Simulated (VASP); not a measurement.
# NaCl3 (Pm-3n) in VASP: notebook

The runs below take NaCl3 through relaxation of cell and atoms, with PBEsol.

Everything below comes from runs of VASP 6.6.1. Logs are shortened: lines on timing, memory, paths and dates and some standing lists are left out, and cuts for length are marked.

### 1 The cell of the first run

It takes space group Pm-3n (No. 223, cubic). The conventional cell has a = 5.527 Å, b = 5.527 Å, c = 5.527 Å, α = 90.00°, β = 90.00°, γ = 90.00°. Na (site symmetry m-3) has 12 Cl at 3.09 Å within 4.1 Å. Within 3.6 Å of Cl (site symmetry -4m2) lie 10 Cl at 2.76 to 3.38 Å and 4 Na at 3.09 Å.

### 2 Relaxation of cell and atoms, PBEsol, target pressure 60 GPa, at which the enthalpy is minimised

Input file INCAR:

```
ALGO = Normal
EDIFF = 1E-6
EDIFFG = -0.05
ENCUT = 600
GGA = PS
IBRION = 2
ISIF = 3
ISMEAR = 0
LASPH = True
LCHARG = False
LREAL = False
LWAVE = False
NELM = 60
NSW = 80
PREC = Accurate
PSTRESS = 600.0
SIGMA = 0.1
```

Input file KPOINTS:

```
k-points
0
Gamma
  4 4 4
```

Input file POSCAR:

```
NaCl3
1.0
    5.5270050000      0.0000000000      0.0000000000
    0.0000000000      5.5270050000      0.0000000000
    0.0000000000      0.0000000000      5.5270050000
Na Cl
2 6
Direct
    0.5000000000      0.5000000000      0.5000000000
    0.0000000000      0.0000000000      0.0000000000
    0.5000000000      0.0000000000      0.7500000000
    0.0000000000      0.2500000000      0.5000000000
    0.7500000000      0.5000000000      0.0000000000
    0.5000000000      0.0000000000      0.2500000000
    0.0000000000      0.7500000000      0.5000000000
    0.2500000000      0.5000000000      0.0000000000
```

Potentials or basis: VASP PAW PBE potentials, release 64 (Na_pv, Cl).

Started as:

```sh
cat potpaw_PBE.64/Na_pv/POTCAR potpaw_PBE.64/Cl/POTCAR > POTCAR
mpirun -np 1 vasp_std > vasp.out
```

OUTCAR:

```text
EDIFF = 1E-6
   EDIFFG = -0.05
   ENCUT = 600
   GGA = PS
   IBRION = 2
   ISIF = 3
   ISMEAR = 0
   LASPH = True
   LREAL = False
   NELM = 60
   NSW = 80
   PREC = Accurate
   PSTRESS = 600.0

 ion  position               nearest neighbor table
   1  0.500  0.500  0.500-
   2  0.000  0.000  0.000-
   3  0.500  0.000  0.750-
   4  0.000  0.250  0.500-
   5  0.750  0.500  0.000-
   6  0.500  0.000  0.250-
   7  0.000  0.750  0.500-
   8  0.250  0.500  0.000-

  LATTYP: Found a simple cubic cell.
 ALAT       =     5.5270050000

  Lattice vectors:

 A1 = (   5.5270050000,   0.0000000000,   0.0000000000)
 A2 = (   0.0000000000,   5.5270050000,   0.0000000000)
 A3 = (   0.0000000000,   0.0000000000,   5.5270050000)

Analysis of symmetry for initial positions (statically):
=====================================================================
 Subroutine PRICEL returns:
 Original cell was already a primitive cell.

 Routine SETGRP: Setting up the symmetry group for a
 simple cubic supercell.

 Subroutine GETGRP returns: Found 48 space group operations
 (whereof 24 operations were pure point group operations)
 out of a pool of 48 trial point group operations.

The static configuration has the point symmetry T_h .
 The point group associated with its full space group is O_h .

Analysis of symmetry for dynamics (positions and initial velocities):
=====================================================================
 Subroutine PRICEL returns:
 Original cell was already a primitive cell.

 Routine SETGRP: Setting up the symmetry group for a
 simple cubic supercell.

 Subroutine GETGRP returns: Found 48 space group operations
 (whereof 24 operations were pure point group operations)
 out of a pool of 48 trial point group operations.

The dynamic configuration has the point symmetry T_h .
 The point group associated with its full space group is O_h .

 Subroutine INISYM returns: Found 48 space group operations
 (whereof 24 operations are pure point group operations),
 and found     1 'primitive' translations

----------------------------------------------------------------------------------------

                                     Primitive cell

  volume of cell :     168.8378

  direct lattice vectors                    reciprocal lattice vectors
     5.527005000  0.000000000  0.000000000     0.180929816  0.000000000  0.000000000
     0.000000000  5.527005000  0.000000000     0.000000000  0.180929816  0.000000000
     0.000000000  0.000000000  5.527005000     0.000000000  0.000000000  0.180929816

  length of vectors
     5.527005000  5.527005000  5.527005000     0.180929816  0.180929816  0.180929816
[... 61 lines left out ...]
   number of dos      NEDOS =    301   number of ions     NIONS =      8
   total plane-waves  NPLWV = 110592
   dimension x,y,z NGX =    48 NGY =   48 NGZ =   48
   dimension x,y,z NGXF=    96 NGYF=   96 NGZF=   96
   ions per type =               2   6
   NGX,Y,Z   is equivalent  to a cutoff of  14.44, 14.44, 14.44 a.u.
   NGXF,Y,Z  is equivalent  to a cutoff of  28.88, 28.88, 28.88 a.u.
 SYSTEM =  unknown system
   PREC   = accura    normal or accurate (medium, high low for compatibility)
   ISTART =      0    job   : 0-new  1-cont  2-samecut
   ICHARG =      2    charge: 1-file 2-atom 10-const
   ISPIN  =      1    spin polarized calculation?
   LNONCOLLINEAR =      F non collinear calculations
   LSORBIT =      F    spin-orbit coupling
   LASPH  =      T    aspherical Exc in radial PAW
   ENCUT  =  600.0 eV  44.10 Ry    6.64 a.u.  11.04 11.04 11.04*2*pi/ulx,y,z
   NELM   =     60;   NELMIN=  2; NELMDL= -5     # of ELM steps
   EDIFF  = 0.1E-05   stopping-criterion for ELM
   LREAL  =      F    real-space projection
   EDIFFG = -.5E-01   stopping-criterion for IOM
   NSW    =     80    number of steps for IOM
   IBRION =      2    ionic relax: 0-MD 1-quasi-New 2-CG
   NFREE  =      1    steps in history (QN), initial steepest desc. (CG)
   ISIF   =      3    stress and relaxation
   ISYM   =      2    0-nonsym 1-usesym 2-fastsym
   POTIM  = 0.5000    time-step for ionic-motion
   TEBEG  =    0.0;   TEEND  =   0.0 temperature during run
   PSTRESS=  600.0 pullay stress
   NELECT =      56.0000    total number of electrons
   NUPDOWN=      -1.0000    fix difference up-down
   EMIN   =  10.00;   EMAX   =-10.00  energy-range for DOS
   EFERMI =   0.00;   METHOD = LEGACY
   ISMEAR =     0;   SIGMA  =   0.10  broadening in eV -4-tet -1-fermi 0-gaus
   EFERMI_NEDOS =   21; number of points for ismear=-14 and -15
   IALGO  =     38    algorithm
   IMIX   =      4    mixing-type and parameters
     AMIX     =   0.40;   BMIX     =  1.00
     AMIX_MAG =   1.60;   BMIX_MAG =  1.00
  volume/ion in A,a.u.               =      21.10       142.42
  Fermi-wavevector in a.u.,A,eV,Ry     =   1.133220  2.141476 17.472439  1.284188
  Thomas-Fermi vector in A             =   2.269923
   LORBIT       =      0    0 simple, 1 ext, 2 COOP (PROOUT), +10 PAW based schemes
   GGA     = PS    functional components
   LHFCALC =     F    Hartree Fock is set to
   AEXX    =    0.0000 exact exchange contribution
   IVDW    =     0    specifies the selected vdW correction
   LEPSILON=     F    determine dielectric tensor
   LRPA    =     F    only Hartree local field effects (RPA)
 conjugate gradient relaxation of ions
 non-spin polarized calculation
 Gauss-broadening in eV      SIGMA  =   0.10
  energy-cutoff  :      600.00
  volume of cell :      168.84
 maximum number of plane-waves:      5660
 NGX is ok and might be reduce to    48
   NGX = 23   NGY = 23   NGZ = 23

--------------------------------------- Ionic step        1  -------------------------------------------

 number of electron      55.9999988 magnetization

 Free energy of the ion-electron system (eV)
  ---------------------------------------------------
  ext. energy  EPLUGINS =         0.00000000
  ---------------------------------------------------
  free energy    TOTEN  =       -19.72028034 eV

  energy without entropy =      -19.67691107  energy(sigma->0) =      -19.69859570

 E-fermi :   1.2662     XC(G=0):  -9.2113

 val. band max:        0.9700680957   @ k =   0.5000   0.5000   0.0000
 cond. band min:       1.2703834949   @ k =   0.2500   0.2500   0.0000
 fundamental gap:      0.3003153992
 Fermi energy:         1.2661582876
[... 852 lines left out ...]
  energy  without entropy=      -16.9328815406  energy(sigma->0) =      -16.95395385

  enthalpy is  TOTEN    =        25.0927331598 eV   P V=       42.0677593237

[... ionic steps 4 to 14 ...]

--------------------------------------- Ionic step       15  -------------------------------------------

 number of electron      56.0000008 magnetization

------------------------ aborting loop because EDIFF is reached ----------------------------------------
[... 83 lines left out ...]
--------------------------------------- Ionic step       17  -------------------------------------------

 number of electron      56.0000006 magnetization

 Free energy of the ion-electron system (eV)
  ---------------------------------------------------
  ext. energy  EPLUGINS =         0.00000000
  ---------------------------------------------------
  free energy    TOTEN  =       -12.54048509 eV

  energy without entropy =      -12.49962944  energy(sigma->0) =      -12.52005726

 E-fermi :   9.2817     XC(G=0): -12.1056

 val. band max:        9.2635768767   @ k =   0.2500   0.2500   0.2500
 cond. band min:       9.3146517197   @ k =   0.5000   0.5000   0.2500
 fundamental gap:      0.0510748430
 Fermi energy:         9.2816756714
[... 397 lines left out ...]
  energy  without entropy=      -12.4996294405  energy(sigma->0) =      -12.52005726

  enthalpy is  TOTEN    =        23.1682765954 eV   P V=       35.7087616829

 reached required accuracy - stopping structural energy minimisation
```

OSZICAR:

```text
N       E                     dE             d eps       ncg     rms          rms(c)
DAV:   1     0.600970339777E+03    0.60097E+03   -0.28315E+04   684   0.185E+03
DAV:   2     0.579265684173E+02   -0.54304E+03   -0.53071E+03   806   0.416E+02
DAV:   3    -0.169103456435E+02   -0.74837E+02   -0.72862E+02   805   0.152E+02
[... 122 lines left out ...]
DAV:   2    -0.125407103428E+02    0.80850E-03   -0.13534E-03   800   0.286E-01    0.977E-02
DAV:   3    -0.125404845667E+02    0.22578E-03   -0.60282E-04   820   0.163E-01    0.684E-02
DAV:   4    -0.125404828568E+02    0.17099E-05   -0.12939E-05   791   0.229E-02    0.635E-02
DAV:   5    -0.125404848650E+02   -0.20082E-05   -0.13666E-06   486   0.137E-02    0.545E-03
DAV:   6    -0.125404850875E+02   -0.22250E-06   -0.62461E-07   348   0.819E-03
  17 F= 0.23168277E+02 E0= 0.23188704E+02  d E =-.203072E-02
```

Wall time 6.5 min (1 thread of Intel Xeon Platinum 8488C (Sapphire Rapids), shared host); peak memory 0.36 GiB.

Results:

```
Free energy                                                : -12.5405 eV
Relaxed volume                                             : 11.92 Å³/atom
Relaxed cell                                               : a = 4.569 Å, b = 4.569 Å, c = 4.569 Å, α = 90.00°, β = 90.00°, γ = 90.00°
Space group after relaxing (to 0.1 Å)                      : Pm-3n (No. 223)
Energy change on relaxing (the run minimises the enthalpy) : +897.5 meV/atom
Ionic steps                                                : 17
Pressure after relaxing                                    : 59.7 GPa
Band gap on the k mesh                                     : zero (bands 28 and 29 overlap by 5.30 eV)
```

Step by step:
| step | energy change (eV) | largest force (eV/Å) | pressure (GPa) | volume (Å³) |
| --- | --- | --- | --- | --- |
| 1 | 0.0000 | 0.0000 | -2.18 | 168.84 |
| 2 | 126.2639 | 0.0000 | 1134.87 | 37.37 |
| 3 | 2.7453 | 0.0000 | 27.71 | 112.33 |
| 4 | 4.5095 | 0.0000 | 40.66 | 103.98 |
| 5 | 7.4566 | 0.0000 | 61.67 | 94.62 |
| 6 | 7.0016 | 0.0000 | 58.46 | 95.84 |
| 7 | 7.0088 | 0.0000 | 58.52 | 95.82 |
| 8 | 7.0306 | 0.0000 | 58.69 | 95.76 |
| 9 | 7.0308 | 0.0000 | 58.67 | 95.76 |
| 10 | 7.0314 | 0.0000 | 58.67 | 95.75 |
| 11 | 7.0326 | 0.0000 | 58.67 | 95.75 |
| 12 | 7.0349 | 0.0000 | 58.67 | 95.75 |
| 13 | 7.0395 | 0.0000 | 58.73 | 95.73 |
| 14 | 7.0488 | 0.0000 | 58.81 | 95.71 |
| 15 | 7.0674 | 0.0000 | 58.95 | 95.66 |
| 16 | 7.1047 | 0.0000 | 59.23 | 95.56 |
| 17 | 7.1798 | 0.0000 | 59.73 | 95.35 |

Final structure:
```yaml
crystal:
  lattice:
    - [4.56855, 0.00000, 0.00000]
    - [0.00000, 4.56855, 0.00000]
    - [0.00000, 0.00000, 4.56855]
  atoms:
    - { symbol: Na, position: [0.50000, 0.50000, 0.50000] }
    - { symbol: Na, position: [0.00000, 0.00000, 0.00000] }
    - { symbol: Cl, position: [0.50000, 0.00000, 0.75000] }
    - { symbol: Cl, position: [0.00000, 0.25000, 0.50000] }
    - { symbol: Cl, position: [0.75000, 0.50000, 0.00000] }
    - { symbol: Cl, position: [0.50000, 0.00000, 0.25000] }
    - { symbol: Cl, position: [0.00000, 0.75000, 0.50000] }
    - { symbol: Cl, position: [0.25000, 0.50000, 0.00000] }
```

Caveat: the cell is relaxed towards a set pressure, so the run minimises the enthalpy, not the energy; the volume moved by over 15 % at a fixed basis, so the end points are rough; the PAW data sets were made with another functional, which shifts forces and pressure a little.

[end of part 1 of 2]

The gap in the log of VASP goes by the Fermi energy; the results here count the filled bands.